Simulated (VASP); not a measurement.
# Ta in VASP: single point with PBE

Aim: the single point of Ta with PBE.

All numbers are computed with VASP 6.6.1; they aren't measurements. Logs are shortened: lines on timing, memory, paths and dates and some standing lists are left out, and cuts for length are marked.

### Step 1. The cell of the first run

The cell holds a wire or tube with vacuum around it, 14 atoms: a = 17.300 Å, b = 17.600 Å, c = 3.319 Å, α = 90.00°, β = 90.00°, γ = 90.00°.

### Step 2. Single point, PBE

Contents of INCAR:

```
SYSTEM = Ta
ALGO = Fast ; EDIFF = 1E-6
ENCUT = 520 ; GGA = PE
ISIF = 2 ; ISMEAR = 0
LASPH = .TRUE. ; LCHARG = .FALSE.
LREAL = .FALSE. ; LWAVE = .FALSE.
NBANDS = 90 ; NELM = 100
PREC = Accurate ; SIGMA = 0.05
```

Contents of KPOINTS:

```
k-points
0
G
  1 1 16
  0 0 0
```

Contents of POSCAR:

```
Ta
1.0
   17.3000000000      0.0000000000      0.0000000000
    0.0000000000     17.6000000000      0.0000000000
    0.0000000000      0.0000000000      3.3187896404
Ta
14
Direct
    0.3561218364      0.3585743051      0.0000000000
    0.3561218364      0.5471418983      0.0000000000
    0.5479593879      0.3585743051      0.0000000000
    0.5479593879      0.5471418983      0.0000000000
    0.5479593879      0.7357094915      0.0000000000
    0.7397969393      0.5471418983      0.0000000000
    0.2602030607      0.4528581017      0.5000000000
    0.2602030607      0.6414256949      0.5000000000
    0.4520406121      0.2642905085      0.5000000000
    0.4520406121      0.4528581017      0.5000000000
    0.4520406121      0.6414256949      0.5000000000
    0.6438781636      0.2642905085      0.5000000000
    0.6438781636      0.4528581017      0.5000000000
    0.6438781636      0.6414256949      0.5000000000
```

Potentials or basis: VASP PAW PBE potentials, release 64 (Ta_pv).

Started as:

```console
$ cat potpaw_PBE.64/Ta_pv/POTCAR > POTCAR
$ mpirun -np 1 vasp_std > vasp.out
```

OUTCAR:

```text
SYSTEM = Ta
   EDIFF = 1E-6
   ENCUT = 520
   GGA = PE
   ISIF = 2
   ISMEAR = 0
   LASPH = .TRUE.
   LREAL = .FALSE.
   NELM = 100
   PREC = Accurate

 ion  position               nearest neighbor table
   1  0.356  0.359  0.000-   7 2.87   9 2.87  10 2.87   7 2.87   9 2.87  10 2.87   2 3.32   3 3.32

   2  0.356  0.547  0.000-   7 2.87  10 2.87   7 2.87  10 2.87   8 2.87   8 2.87  11 2.87  11 2.87
                             1 3.32   4 3.32
   3  0.548  0.359  0.000-  12 2.87  13 2.87  12 2.87  13 2.87   9 2.87  10 2.87   9 2.87  10 2.87
                             4 3.32   1 3.32
   4  0.548  0.547  0.000-  13 2.87  13 2.87  14 2.87  14 2.87  10 2.87  10 2.87  11 2.87  11 2.87
                             6 3.32   3 3.32   5 3.32   2 3.32
   5  0.548  0.736  0.000-  14 2.87  14 2.87  11 2.87  11 2.87   4 3.32
   6  0.740  0.547  0.000-  13 2.87  13 2.87  14 2.87  14 2.87   4 3.32
   7  0.260  0.453  0.500-   2 2.87   2 2.87   1 2.87   1 2.87  10 3.32   8 3.32
   8  0.260  0.641  0.500-   2 2.87   2 2.87  11 3.32   7 3.32
   9  0.452  0.264  0.500-   1 2.87   1 2.87   3 2.87   3 2.87  10 3.32  12 3.32
  10  0.452  0.453  0.500-   2 2.87   2 2.87   1 2.87   1 2.87   4 2.87   4 2.87   3 2.87   3 2.87
                             7 3.32  11 3.32   9 3.32  13 3.32
  11  0.452  0.641  0.500-   2 2.87   2 2.87   5 2.87   4 2.87   4 2.87   5 2.87   8 3.32  10 3.32
                            14 3.32
  12  0.644  0.264  0.500-   3 2.87   3 2.87  13 3.32   9 3.32
  13  0.644  0.453  0.500-   4 2.87   6 2.87   4 2.87   6 2.87   3 2.87   3 2.87  14 3.32  12 3.32
                            10 3.32
  14  0.644  0.641  0.500-   4 2.87   5 2.87   6 2.87   4 2.87   5 2.87   6 2.87  13 3.32  11 3.32

  LATTYP: Found a simple orthorhombic cell.
 ALAT       =     3.3187896404
 B/A-ratio  =     5.2127437634
 C/A-ratio  =     5.3031381639

  Lattice vectors:

 A1 = (   0.0000000000,   0.0000000000,   3.3187896404)
 A2 = (  17.3000000000,   0.0000000000,   0.0000000000)
 A3 = (   0.0000000000,  17.6000000000,   0.0000000000)

Analysis of symmetry for initial positions (statically):
=====================================================================
 Subroutine PRICEL returns:
 Original cell was already a primitive cell.

 Routine SETGRP: Setting up the symmetry group for a
 simple orthorhombic supercell.

 Subroutine GETGRP returns: Found  2 space group operations
 (whereof  2 operations were pure point group operations)
 out of a pool of  8 trial point group operations.

The static configuration has the point symmetry C_1h.

Analysis of symmetry for dynamics (positions and initial velocities):
=====================================================================
 Subroutine PRICEL returns:
 Original cell was already a primitive cell.

 Routine SETGRP: Setting up the symmetry group for a
 simple orthorhombic supercell.

 Subroutine GETGRP returns: Found  2 space group operations
 (whereof  2 operations were pure point group operations)
 out of a pool of  8 trial point group operations.

The dynamic configuration has the point symmetry C_1h.

 Subroutine INISYM returns: Found  2 space group operations
 (whereof  2 operations are pure point group operations),
 and found     1 'primitive' translations

----------------------------------------------------------------------------------------

                                     Primitive cell

  volume of cell :    1010.5051

  direct lattice vectors                    reciprocal lattice vectors
    17.300000000  0.000000000  0.000000000     0.057803468  0.000000000  0.000000000
     0.000000000 17.600000000  0.000000000     0.000000000  0.056818182  0.000000000
     0.000000000  0.000000000  3.318789640     0.000000000  0.000000000  0.301314668

  length of vectors
    17.300000000 17.600000000  3.318789640     0.057803468  0.056818182  0.301314668

  position of ions in fractional coordinates (direct lattice)
     0.356121836  0.358574305  0.000000000
     0.356121836  0.547141898  0.000000000
     0.547959388  0.358574305  0.000000000
     0.547959388  0.547141898  0.000000000
     0.547959388  0.735709492  0.000000000
     0.739796939  0.547141898  0.000000000
[... 38 lines left out ...]
     0.000000000  0.056818182  0.000000000     0.000000000  1.000000000  0.000000000
     0.000000000  0.000000000  0.018832167     0.000000000  0.000000000  0.062500000

  Length of vectors
     0.057803468  0.056818182  0.018832167

  Shift w.r.t. Gamma in fractional coordinates (k-lattice)
     0.000000000  0.000000000  0.000000000

 Subroutine IBZKPT returns following result:
 ===========================================

 Found      9 irreducible k-points:

 Following reciprocal coordinates:
            Coordinates               Weight
  0.000000  0.000000  0.000000      1.000000
  0.000000  0.000000  0.062500      2.000000
  0.000000  0.000000  0.125000      2.000000
  0.000000  0.000000  0.187500      2.000000
  0.000000  0.000000  0.250000      2.000000
  0.000000  0.000000  0.312500      2.000000
  0.000000  0.000000  0.375000      2.000000
  0.000000  0.000000  0.437500      2.000000
  0.000000  0.000000  0.500000      1.000000
   k-points           NKPTS =      9   k-points in BZ     NKDIM =      9   number of bands    NBANDS=     90
   number of dos      NEDOS =    301   number of ions     NIONS =     14
   total plane-waves  NPLWV = 548800
   dimension x,y,z NGX =   140 NGY =  140 NGZ =   28
   dimension x,y,z NGXF=   280 NGYF=  280 NGZF=   56
   ions per type =              14
   NGX,Y,Z   is equivalent  to a cutoff of  13.45, 13.22, 14.03 a.u.
   NGXF,Y,Z  is equivalent  to a cutoff of  26.91, 26.45, 28.05 a.u.
 SYSTEM =  Ta
   PREC   = accura    normal or accurate (medium, high low for compatibility)
   ISTART =      0    job   : 0-new  1-cont  2-samecut
   ICHARG =      2    charge: 1-file 2-atom 10-const
   ISPIN  =      1    spin polarized calculation?
   LNONCOLLINEAR =      F non collinear calculations
   LSORBIT =      F    spin-orbit coupling
   LASPH  =      T    aspherical Exc in radial PAW
   ENCUT  =  520.0 eV  38.22 Ry    6.18 a.u.  32.17 32.72  6.17*2*pi/ulx,y,z
   NELM   =    100;   NELMIN=  2; NELMDL= -5     # of ELM steps
   EDIFF  = 0.1E-05   stopping-criterion for ELM
   LREAL  =      F    real-space projection
   EDIFFG = 0.1E-04   stopping-criterion for IOM
   NSW    =      0    number of steps for IOM
   IBRION =     -1    ionic relax: 0-MD 1-quasi-New 2-CG
   NFREE  =      0    steps in history (QN), initial steepest desc. (CG)
   ISIF   =      2    stress and relaxation
   ISYM   =      2    0-nonsym 1-usesym 2-fastsym
   POTIM  = 0.5000    time-step for ionic-motion
   TEBEG  =    0.0;   TEEND  =   0.0 temperature during run
   PSTRESS=    0.0 pullay stress
   NELECT =     154.0000    total number of electrons
   NUPDOWN=      -1.0000    fix difference up-down
   EMIN   =  10.00;   EMAX   =-10.00  energy-range for DOS
   EFERMI =   0.00;   METHOD = LEGACY
   ISMEAR =     0;   SIGMA  =   0.05  broadening in eV -4-tet -1-fermi 0-gaus
   EFERMI_NEDOS =   21; number of points for ismear=-14 and -15
   IALGO  =     68    algorithm
   IMIX   =      4    mixing-type and parameters
     AMIX     =   0.40;   BMIX     =  1.00
     AMIX_MAG =   1.60;   BMIX_MAG =  1.00
  volume/ion in A,a.u.               =      72.18       487.09
  Fermi-wavevector in a.u.,A,eV,Ry     =   0.874451  1.652473 10.403897  0.764665
  Thomas-Fermi vector in A             =   1.993984
   LORBIT       =      0    0 simple, 1 ext, 2 COOP (PROOUT), +10 PAW based schemes
   GGA     = PE    functional components
   LHFCALC =     F    Hartree Fock is set to
   AEXX    =    0.0000 exact exchange contribution
   IVDW    =     0    specifies the selected vdW correction
   LEPSILON=     F    determine dielectric tensor
   LRPA    =     F    only Hartree local field effects (RPA)
 non-spin polarized calculation
 RMM-DIIS sequential band-by-band and
 Gauss-broadening in eV      SIGMA  =   0.05
  energy-cutoff  :      520.00
  volume of cell :     1010.51
 maximum number of plane-waves:     27280
 NGX is ok and might be reduce to   140
   NGX = 65   NGY = 65   NGZ = 13

 number of electron     153.9999991 magnetization

 Free energy of the ion-electron system (eV)
  ---------------------------------------------------
  ext. energy  EPLUGINS =         0.00000000
  ---------------------------------------------------
  free energy    TOTEN  =      -144.63507279 eV

  energy without entropy =     -144.61061007  energy(sigma->0) =     -144.62284143

 E-fermi :  -1.2199     XC(G=0):  -4.6489

 val. band max:       -1.2239950019   @ k =   0.0000   0.0000   0.4375
 cond. band min:      -1.2098157122   @ k =   0.0000   0.0000   0.1875
 fundamental gap:      0.0141792897
 Fermi energy:        -1.2198926944

 k-point     1 :       0.0000    0.0000    0.0000
  band No.  band energies     occupation
      1     -36.4605      2.00000
      2     -36.4602      2.00000
      3     -36.2858      2.00000
      4     -36.2822      2.00000
      5     -36.0164      2.00000
      6     -35.9962      2.00000
[... 817 lines left out ...]
     88       0.3257      0.00000
     89       0.3710      0.00000
 [bands above 89 left out]

------------------------ aborting loop because EDIFF is reached ----------------------------------------

  FORCE on cell =-STRESS in cart. coord.  units (eV):
  Direction    XX          YY          ZZ          XY          YZ          ZX
  --------------------------------------------------------------------------------------
  -------------------------------------------------------------------------------------
  Total      -23.2753232    -23.2719386    -35.1905640      4.6906368      0.0000000      0.0000000
  in kB      -36.9035212    -36.8981548    -55.7953894      7.4371047      0.0000000      0.0000000
  external PRESSURE =     -43.1990218 kB  Pullay stress =       0.0000000 kB

 VOLUME and BASIS-vectors are now :
 -----------------------------------------------------------------------------
  energy-cutoff  :      520.00
  volume of cell :     1010.51
      direct lattice vectors                 reciprocal lattice vectors
    17.300000000  0.000000000  0.000000000     0.057803468  0.000000000  0.000000000
     0.000000000 17.600000000  0.000000000     0.000000000  0.056818182  0.000000000
     0.000000000  0.000000000  3.318789640     0.000000000  0.000000000  0.301314668

 POSITION                                       TOTAL-FORCE (eV/Angst)
 -----------------------------------------------------------------------------------
      6.16091      6.31091      0.00000         0.044887      0.044668      0.000000
      6.16091      9.62970      0.00000        -1.598385      0.402425      0.000000
      9.47970      6.31091      0.00000         0.402754     -1.597641      0.000000
      9.47970      9.62970      0.00000         0.372342      0.372749      0.000000
      9.47970     12.94849      0.00000        -0.036604     -1.991450      0.000000
     12.79849      9.62970      0.00000        -1.991412     -0.035867      0.000000
      4.50151      7.97030      1.65939         1.475734      0.819374      0.000000
      4.50151     11.28909      1.65939         2.041886     -2.192990      0.000000
      7.82030      4.65151      1.65939         0.819315      1.476263      0.000000
      7.82030      7.97030      1.65939        -0.252210     -0.252821      0.000000
      7.82030     11.28909      1.65939         0.336003      1.029575      0.000000
     11.13909      4.65151      1.65939        -2.192787      2.042071      0.000000
     11.13909      7.97030      1.65939         1.029157      0.335355      0.000000
     11.13909     11.28909      1.65939        -0.450680     -0.451711      0.000000
 -----------------------------------------------------------------------------------
    total drift:                                0.000082     -0.000051     -0.000000

  FREE ENERGIE OF THE ION-ELECTRON SYSTEM (eV)
  ---------------------------------------------------
  free  energy   TOTEN  =      -144.6350727892 eV

  energy  without entropy=     -144.6106100668  energy(sigma->0) =     -144.62284143
```

It took 74 min on 1 thread of Oxide Virtual Turin-like, shared host; peak memory 1.2 GiB.

What came out:

```
Free energy            : -144.6351 eV
Largest force          : 2.996 eV/Å
Band gap on the k mesh : zero (bands 77 and 78 overlap by 0.46 eV)
```

Forces on the atoms (eV/Å):
```
Ta   0.045  0.045  0.000
Ta  -1.598  0.402  0.000
Ta   0.403 -1.598  0.000
Ta   0.372  0.373  0.000
Ta  -0.037 -1.991  0.000
Ta  -1.991 -0.036  0.000
Ta   1.476  0.819  0.000
Ta   2.042 -2.193  0.000
Ta   0.819  1.476  0.000
Ta  -0.252 -0.253  0.000
Ta   0.336  1.030  0.000
Ta  -2.193  2.042  0.000
Ta   1.029  0.335  0.000
Ta  -0.451 -0.452  0.000
```

Caveat: spin-orbit coupling is left out, which moves the levels of the heavy elements.
